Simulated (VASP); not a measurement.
# AlN (Fm-3m) in VASP: settings compared

AlN is run at these levels: PBE+D3(BJ), PBE+D4; tasks: single point.

Program: VASP 6.6.1. These are calculated values, not measurements. Logs are shortened: lines on timing, memory, paths and dates and some standing lists are left out, and cuts for length are marked.

## (1) The cell of the first run

The structure is cubic, space group Fm-3m (No. 225). The conventional cell has a = 3.981 Å, b = 3.981 Å, c = 3.981 Å, α = 90.00°, β = 90.00°, γ = 90.00°. Within 2.6 Å of Al (site symmetry m-3m) lie 6 N at 1.99 Å. Within 2.6 Å of N (site symmetry m-3m) lie 6 Al at 1.99 Å.

## (2) Single point, PBE+D3(BJ) (volume scaled by 0.96)

Input file INCAR:

```
SYSTEM = AlN
PREC = Accurate ; ENCUT = 600
EDIFF = 1E-6 ; ISMEAR = 0
SIGMA = 0.05 ; LREAL = .False.
LASPH = .True. ; NELM = 120
ALGO = Normal ; ISIF = 2
LWAVE = .False. ; LCHARG = .False.
GGA = PE ; IVDW = 12
NBANDS = 11 ; GGA_COMPAT = .False.
```

Input file KPOINTS:

```
regular mesh
0
Gamma
  10 10 10
  0 0 0
```

Input file POSCAR:

```
AlN
1.0
    0.0000000000      1.9903878518      1.9903878518
    1.9903878518      0.0000000000      1.9903878518
    1.9903878518      1.9903878518      0.0000000000
Al N
1 1
Direct
    0.0000000000      0.0000000000      0.0000000000
    0.5000000000      0.5000000000      0.5000000000
```

Potentials or basis: VASP PAW PBE potentials, release 64 (Al, N).

Run with:

```bash
$ cat potpaw_PBE.64/Al/POTCAR potpaw_PBE.64/N/POTCAR > POTCAR
$ mpirun -np 1 vasp_std > vasp.out
```

OUTCAR:

```text
SYSTEM = AlN
   PREC = Accurate
   ENCUT = 600
   EDIFF = 1E-6
   ISMEAR = 0
   LREAL = .False.
   LASPH = .True.
   NELM = 120
   ISIF = 2
   GGA = PE
   IVDW = 12
 IVDW          = 12

 ion  position               nearest neighbor table
   1  0.000  0.000  0.000-   2 1.99   2 1.99   2 1.99   2 1.99   2 1.99   2 1.99
   2  0.500  0.500  0.500-   1 1.99   1 1.99   1 1.99   1 1.99   1 1.99   1 1.99

  LATTYP: Found a face centered cubic cell.
 ALAT       =     3.9807757036

  Lattice vectors:

 A1 = (   0.0000000000,   1.9903878518,   1.9903878518)
 A2 = (   1.9903878518,   0.0000000000,   1.9903878518)
 A3 = (   1.9903878518,   1.9903878518,   0.0000000000)

Analysis of symmetry for initial positions (statically):
=====================================================================
 Subroutine PRICEL returns:
 Original cell was already a primitive cell.

 Routine SETGRP: Setting up the symmetry group for a
 face centered cubic supercell.

 Subroutine GETGRP returns: Found 48 space group operations
 (whereof 48 operations were pure point group operations)
 out of a pool of 48 trial point group operations.

The static configuration has the point symmetry O_h .

Analysis of symmetry for dynamics (positions and initial velocities):
=====================================================================
 Subroutine PRICEL returns:
 Original cell was already a primitive cell.

 Routine SETGRP: Setting up the symmetry group for a
 face centered cubic supercell.

 Subroutine GETGRP returns: Found 48 space group operations
 (whereof 48 operations were pure point group operations)
 out of a pool of 48 trial point group operations.

The dynamic configuration has the point symmetry O_h .

 Subroutine INISYM returns: Found 48 space group operations
 (whereof 48 operations are pure point group operations),
 and found     1 'primitive' translations

----------------------------------------------------------------------------------------

                                     Primitive cell

  volume of cell :      15.7704

  direct lattice vectors                    reciprocal lattice vectors
     0.000000000  1.990387852  1.990387852    -0.251207321  0.251207321  0.251207321
     1.990387852  0.000000000  1.990387852     0.251207321 -0.251207321  0.251207321
     1.990387852  1.990387852  0.000000000     0.251207321  0.251207321 -0.251207321

  length of vectors
     2.814833494  2.814833494  2.814833494     0.435103843  0.435103843  0.435103843

  position of ions in fractional coordinates (direct lattice)
     0.000000000  0.000000000  0.000000000
     0.500000000  0.500000000  0.500000000

  ion indices of the primitive-cell ions
   primitive index   ion index
                 1           1
                 2           2

----------------------------------------------------------------------------------------

 KPOINTS: regular mesh

Automatic generation of k-mesh.
 Grid dimensions read from file:
 generate k-points for:   10   10   10

 Generating k-lattice:

  Cartesian coordinates                     Fractional coordinates (reciprocal lattice)
    -0.025120732  0.025120732  0.025120732     0.100000000  0.000000000  0.000000000
     0.025120732 -0.025120732  0.025120732     0.000000000  0.100000000  0.000000000
     0.025120732  0.025120732 -0.025120732     0.000000000  0.000000000  0.100000000

  Length of vectors
     0.043510384  0.043510384  0.043510384

  Shift w.r.t. Gamma in fractional coordinates (k-lattice)
     0.000000000  0.000000000  0.000000000

 Subroutine IBZKPT returns following result:
 ===========================================

 Found     47 irreducible k-points:

 Following reciprocal coordinates:
            Coordinates               Weight
  0.000000  0.000000  0.000000      1.000000
  0.100000  0.000000  0.000000      8.000000
  0.200000  0.000000  0.000000      8.000000
  0.300000  0.000000  0.000000      8.000000
  0.400000  0.000000  0.000000      8.000000
  0.500000  0.000000  0.000000      4.000000
[... 16 lines left out ...]
  0.300000  0.300000  0.000000      6.000000
  0.400000  0.300000  0.000000     24.000000
 [... further k-points ...]
   k-points           NKPTS =     47   k-points in BZ     NKDIM =     47   number of bands    NBANDS=     11
   number of dos      NEDOS =    301   number of ions     NIONS =      2
   total plane-waves  NPLWV =  13824
   dimension x,y,z NGX =    24 NGY =   24 NGZ =   24
   dimension x,y,z NGXF=    48 NGYF=   48 NGZF=   48
   ions per type =               1   1
   NGX,Y,Z   is equivalent  to a cutoff of  14.17, 14.17, 14.17 a.u.
   NGXF,Y,Z  is equivalent  to a cutoff of  28.35, 28.35, 28.35 a.u.
 SYSTEM =  AlN
   PREC   = accura    normal or accurate (medium, high low for compatibility)
   ISTART =      0    job   : 0-new  1-cont  2-samecut
   ICHARG =      2    charge: 1-file 2-atom 10-const
   ISPIN  =      1    spin polarized calculation?
   LNONCOLLINEAR =      F non collinear calculations
   LSORBIT =      F    spin-orbit coupling
   LASPH  =      T    aspherical Exc in radial PAW
   ENCUT  =  600.0 eV  44.10 Ry    6.64 a.u.   5.62  5.62  5.62*2*pi/ulx,y,z
   NELM   =    120;   NELMIN=  2; NELMDL= -5     # of ELM steps
   EDIFF  = 0.1E-05   stopping-criterion for ELM
   LREAL  =      F    real-space projection
   EDIFFG = 0.1E-04   stopping-criterion for IOM
   NSW    =      0    number of steps for IOM
   IBRION =     -1    ionic relax: 0-MD 1-quasi-New 2-CG
   NFREE  =      0    steps in history (QN), initial steepest desc. (CG)
   ISIF   =      2    stress and relaxation
   ISYM   =      2    0-nonsym 1-usesym 2-fastsym
   POTIM  = 0.5000    time-step for ionic-motion
   TEBEG  =    0.0;   TEEND  =   0.0 temperature during run
   PSTRESS=    0.0 pullay stress
   NELECT =       8.0000    total number of electrons
   NUPDOWN=      -1.0000    fix difference up-down
   EMIN   =  10.00;   EMAX   =-10.00  energy-range for DOS
   EFERMI =   0.00;   METHOD = LEGACY
   ISMEAR =     0;   SIGMA  =   0.05  broadening in eV -4-tet -1-fermi 0-gaus
   EFERMI_NEDOS =   21; number of points for ismear=-14 and -15
   IALGO  =     38    algorithm
   IMIX   =      4    mixing-type and parameters
     AMIX     =   0.40;   BMIX     =  1.00
     AMIX_MAG =   1.60;   BMIX_MAG =  1.00
  volume/ion in A,a.u.               =       7.89        53.21
  Fermi-wavevector in a.u.,A,eV,Ry     =   1.305641  2.467304 23.193830  1.704698
  Thomas-Fermi vector in A             =   2.436496
   LORBIT       =      0    0 simple, 1 ext, 2 COOP (PROOUT), +10 PAW based schemes
   GGA     = PE    functional components
   LHFCALC =     F    Hartree Fock is set to
   AEXX    =    0.0000 exact exchange contribution
   IVDW    =    12    specifies the selected vdW correction
   LEPSILON=     F    determine dielectric tensor
   LRPA    =     F    only Hartree local field effects (RPA)
 non-spin polarized calculation
 Gauss-broadening in eV      SIGMA  =   0.05
  energy-cutoff  :      600.00
  volume of cell :       15.77
 maximum number of plane-waves:       544
   NGX = 11   NGY = 11   NGZ = 11

 number of electron       8.0000000 magnetization

 Free energy of the ion-electron system (eV)
  ---------------------------------------------------
  ext. energy  EPLUGINS =         0.00000000
  ---------------------------------------------------
  free energy    TOTEN  =       -14.48674331 eV

  energy without entropy =      -14.48674331  energy(sigma->0) =      -14.48674331

 E-fermi :  10.9226     XC(G=0): -12.5060

 val. band max:       10.5812467841   @ k =   0.0000   0.0000   0.0000
 cond. band min:      15.6475794219   @ k =   0.5000   0.5000   0.0000
 fundamental gap:      5.0663326379
 Fermi energy:        10.9225861544

 k-point     1 :       0.0000    0.0000    0.0000
  band No.  band energies     occupation
      1      -7.4042      2.00000
      2      10.5812      2.00000
      3      10.5812      2.00000
      4      10.5812      2.00000
      5      16.9511      0.00000
      6      22.8985      0.00000
      7      22.8985      0.00000
      8      22.8985      0.00000
      9      28.1673      0.00000
     10      28.7173      0.00000
     11      28.7173      0.00000

 k-point     2 :       0.1000    0.0000    0.0000
  band No.  band energies     occupation
      1      -7.1897      2.00000
      2       9.5584      2.00000
      3      10.4483      2.00000
      4      10.4483      2.00000
      5      17.5447      0.00000
      6      22.0022      0.00000
      7      23.2225      0.00000
      8      23.2225      0.00000
      9      27.2673      0.00000
     10      27.2673      0.00000
     11      29.4425      0.00000

 k-point     3 :       0.2000    0.0000    0.0000
  band No.  band energies     occupation
      1      -6.5650      2.00000
      2       7.3578      2.00000
      3      10.1264      2.00000
      4      10.1264      2.00000
      5      18.0424      0.00000
      6      21.6570      0.00000
      7      23.5094      0.00000
      8      23.5094      0.00000
      9      26.6261      0.00000
     10      26.6261      0.00000
     11      28.8901      0.00000
[... 267 lines left out ...]
 k-point    23 :       0.3000    0.3000    0.0000
  band No.  band energies     occupation
      1      -5.0379      2.00000
      2       5.6338      2.00000
      3       8.4639      2.00000
      4       8.4639      2.00000
      5      17.2494      0.00000
      6      17.9692      0.00000
      7      22.9002      0.00000
      8      26.7903      0.00000
      9      26.7903      0.00000
     10      31.5634      0.00000
     11      35.4399      0.00000

 k-point    24 :       0.4000    0.3000    0.0000
  band No.  band energies     occupation
      1      -4.2346      2.00000
      2       4.5405      2.00000
      3       7.6539      2.00000
      4       8.1945      2.00000
      5      16.9696      0.00000
      6      17.7379      0.00000
      7      23.3392      0.00000
      8      26.7804      0.00000
      9      27.6048      0.00000
     10      32.9396      0.00000
     11      36.0988      0.00000

 [... further k-points ...]

------------------------ aborting loop because EDIFF is reached ----------------------------------------

 Edisp (eV)   -0.71323

 E8    (eV) :    -0.2783

  FORCE on cell =-STRESS in cart. coord.  units (eV):
  Direction    XX          YY          ZZ          XY          YZ          ZX
  --------------------------------------------------------------------------------------
  -------------------------------------------------------------------------------------
  Total       1.10774     1.10774     1.10774    -0.00000    -0.00000     0.00000
  in kB     112.53998   112.53998   112.53998    -0.00000    -0.00000     0.00000
  external pressure =      112.54 kB  Pullay stress =        0.00 kB

 VOLUME and BASIS-vectors are now :
 -----------------------------------------------------------------------------
  energy-cutoff  :      600.00
  volume of cell :       15.77
      direct lattice vectors                 reciprocal lattice vectors
     0.000000000  1.990387852  1.990387852    -0.251207321  0.251207321  0.251207321
     1.990387852  0.000000000  1.990387852     0.251207321 -0.251207321  0.251207321
     1.990387852  1.990387852  0.000000000     0.251207321  0.251207321 -0.251207321

 POSITION                                       TOTAL-FORCE (eV/Angst)
 -----------------------------------------------------------------------------------
      0.00000      0.00000      0.00000        -0.000000      0.000000      0.000000
      1.99039      1.99039      1.99039         0.000000     -0.000000     -0.000000
 -----------------------------------------------------------------------------------
    total drift:                               -0.000000     -0.000000      0.000000

  FREE ENERGIE OF THE ION-ELECTRON SYSTEM (eV)
  ---------------------------------------------------
  free  energy   TOTEN  =       -15.1999683365 eV

  energy  without entropy=      -15.1999683365  energy(sigma->0) =      -15.19996834
```

It took 12 s on 1 thread of Intel Xeon 8259CL, shared host; peak memory 0.15 GiB.

Results:

* Free energy: -15.2000 eV
* Pressure: 11.3 GPa
* Band gap on the k mesh: 5.07 eV, indirect (least direct gap 6.37 eV)
* Dispersion energy per atom: -0.357 eV

Caveat: the cell differs from its parent crystal (volume scaled by 0.96). A k mesh can miss the band edges.

## (3) Single point, PBE+D4

This run uses another cell than the first one, of 7.74 Å³/atom, 0.981 times its volume.

Input file INCAR:

```
SYSTEM = AlN
ALGO     = Normal         ! electronic algorithm
EDIFF    = 1E-6           ! SCF threshold, eV
ENCUT    = 600            ! plane-wave cutoff, eV
GGA      = PE             ! functional
GGA_COMPAT= .False.      
ISIF     = 2              ! what is computed and relaxed
ISMEAR   = -1             ! smearing method
IVDW     = 13             ! dispersion correction
LASPH    = .True.         ! aspherical terms in the spheres
LCHARG   = .False.        ! write CHGCAR
LREAL    = .False.        ! projectors in reciprocal space
LWAVE    = .False.        ! write WAVECAR
NBANDS   = 11             ! bands
NELM     = 120            ! most SCF steps
PREC     = Accurate       ! precision mode
SIGMA    = 0.1            ! smearing width, eV
```

Input file KPOINTS:

```
k-points
0
Gamma
  10 10 10
  0 0 0
```

Input file POSCAR:

```
AlN
1.0
    0.0000000000      1.9780005664      1.9780005664
    1.9780005664      0.0000000000      1.9780005664
    1.9780005664      1.9780005664      0.0000000000
Al N
1 1
Direct
    0.0000000000      0.0000000000      0.0000000000
    0.5000000000      0.5000000000      0.5000000000
```

Potentials or basis: VASP PAW PBE potentials, release 64 (Al, N).

Run with:

```bash
$ cat potpaw_PBE.64/Al/POTCAR potpaw_PBE.64/N/POTCAR > POTCAR
$ mpirun -np 1 vasp_std > vasp.out
```

OUTCAR:

```text
SYSTEM = AlN
   EDIFF = 1E-6
   ENCUT = 600
   GGA = PE
   ISIF = 2
   ISMEAR = -1
   IVDW = 13
   LASPH = .True.
   LREAL = .False.
   NELM = 120
   PREC = Accurate

 ion  position               nearest neighbor table
   1  0.000  0.000  0.000-   2 1.98   2 1.98   2 1.98   2 1.98   2 1.98   2 1.98
   2  0.500  0.500  0.500-   1 1.98   1 1.98   1 1.98   1 1.98   1 1.98   1 1.98

  LATTYP: Found a face centered cubic cell.
 ALAT       =     3.9560011328

  Lattice vectors:

 A1 = (   0.0000000000,   1.9780005664,   1.9780005664)
 A2 = (   1.9780005664,   0.0000000000,   1.9780005664)
 A3 = (   1.9780005664,   1.9780005664,   0.0000000000)

Analysis of symmetry for initial positions (statically):
=====================================================================
 Subroutine PRICEL returns:
 Original cell was already a primitive cell.

 Routine SETGRP: Setting up the symmetry group for a
 face centered cubic supercell.

 Subroutine GETGRP returns: Found 48 space group operations
 (whereof 48 operations were pure point group operations)
 out of a pool of 48 trial point group operations.

The static configuration has the point symmetry O_h .

[... 172 lines left out ...]
      4      10.8359      2.00000
      5      17.4918      0.00000
      6      23.2125      0.00000
      7      23.2125      0.00000
      8      23.2125      0.00000
      9      28.5338      0.00000
     10      29.1120      0.00000
     11      29.1120      0.00000
[... 309 lines left out ...]
 k-point    24 :       0.4000    0.3000    0.0000
  band No.  band energies     occupation
      1      -4.0937      2.00000
      2       4.7163      2.00000
      3       7.8548      2.00000
      4       8.4054      2.00000
      5      17.2746      0.00000
      6      18.1345      0.00000
      7      23.8186      0.00000
      8      27.2759      0.00000
      9      28.1264      0.00000
     10      33.4081      0.00000
     11      36.6477      0.00000

 [... further k-points ...]

------------------------ aborting loop because EDIFF is reached ----------------------------------------

  DFT-D4 for vdW energy calculation

  Edisp (eV):   -0.78850

  FORCE on cell =-STRESS in cart. coord.  units (eV):
  Direction    XX          YY          ZZ          XY          YZ          ZX
  --------------------------------------------------------------------------------------
  -------------------------------------------------------------------------------------
  Total       1.66673     1.66673     1.66673     0.00000     0.00000     0.00000
  in kB     172.53063   172.53063   172.53063     0.00000     0.00000     0.00000
  external pressure =      172.53 kB  Pullay stress =        0.00 kB

 VOLUME and BASIS-vectors are now :
 -----------------------------------------------------------------------------
  energy-cutoff  :      600.00
  volume of cell :       15.48
      direct lattice vectors                 reciprocal lattice vectors
     0.000000000  1.978000566  1.978000566    -0.252780514  0.252780514  0.252780514
     1.978000566  0.000000000  1.978000566     0.252780514 -0.252780514  0.252780514
     1.978000566  1.978000566  0.000000000     0.252780514  0.252780514 -0.252780514

 POSITION                                       TOTAL-FORCE (eV/Angst)
 -----------------------------------------------------------------------------------
      0.00000      0.00000      0.00000        -0.000000      0.000000     -0.000000
      1.97800      1.97800      1.97800         0.000000     -0.000000      0.000000
 -----------------------------------------------------------------------------------
    total drift:                               -0.000000     -0.000000      0.000000

  FREE ENERGIE OF THE ION-ELECTRON SYSTEM (eV)
  ---------------------------------------------------
  free  energy   TOTEN  =       -15.2347073123 eV

  energy  without entropy=      -15.2347073121  energy(sigma->0) =      -15.23470731
```

OSZICAR:

```text
N       E                     dE             d eps       ncg     rms          rms(c)
DAV:   1     0.128882489814E+02    0.12888E+02   -0.43686E+03  1058   0.715E+02
DAV:   2    -0.154959028781E+02   -0.28384E+02   -0.27314E+02  1280   0.161E+02
DAV:   3    -0.162538940862E+02   -0.75799E+00   -0.75654E+00  1274   0.233E+01
DAV:   4    -0.162569154268E+02   -0.30213E-02   -0.30212E-02  1160   0.156E+00
DAV:   5    -0.162569403648E+02   -0.24938E-04   -0.24938E-04  1243   0.142E-01    0.787E+00
DAV:   6    -0.144737171293E+02    0.17832E+01   -0.71853E+00  1181   0.154E+01    0.283E+00
DAV:   7    -0.144513399106E+02    0.22377E-01   -0.23160E-01  1183   0.341E+00    0.185E+00
DAV:   8    -0.144465245173E+02    0.48154E-02   -0.15556E-02  1106   0.117E+00    0.358E-01
DAV:   9    -0.144461593899E+02    0.36513E-03   -0.14445E-03  1199   0.250E-01    0.163E-01
DAV:  10    -0.144462167110E+02   -0.57321E-04   -0.16356E-04  1145   0.908E-02    0.540E-02
DAV:  11    -0.144462082077E+02    0.85033E-05   -0.29047E-05  1211   0.324E-02    0.851E-03
DAV:  12    -0.144462079579E+02    0.24977E-06   -0.89729E-07   629   0.833E-03
   1 F= -.15234707E+02 E0= -.15234707E+02  d E =-.211767E-09
```

stdout:

```text
POSCAR found type information on POSCAR AlN
 POSCAR found :  2 types and       2 ions
 scaLAPACK will be used
 LDA part: xc-table for (Slater+PW92), standard interpolation
 POSCAR, INCAR and KPOINTS ok, starting setup
 FFT: planning ... GRIDC
 FFT: planning ... GRID_SOFT
 FFT: planning ... GRID
 WAVECAR not read
 entering main loop
```

It took 16 s on 1 thread of Intel Xeon 8259CL, shared host; peak memory 0.14 GiB.

Results:

| Property | Result |
| --- | --- |
| Free energy | -15.2347 eV |
| Pressure | 17.3 GPa |
| Band gap on the k mesh | 5.19 eV, indirect (least direct gap 6.66 eV) |
| Dispersion energy per atom | -0.394 eV |

A k mesh can miss the band edges. As with any semilocal functional, this PBE gap is likely too small.
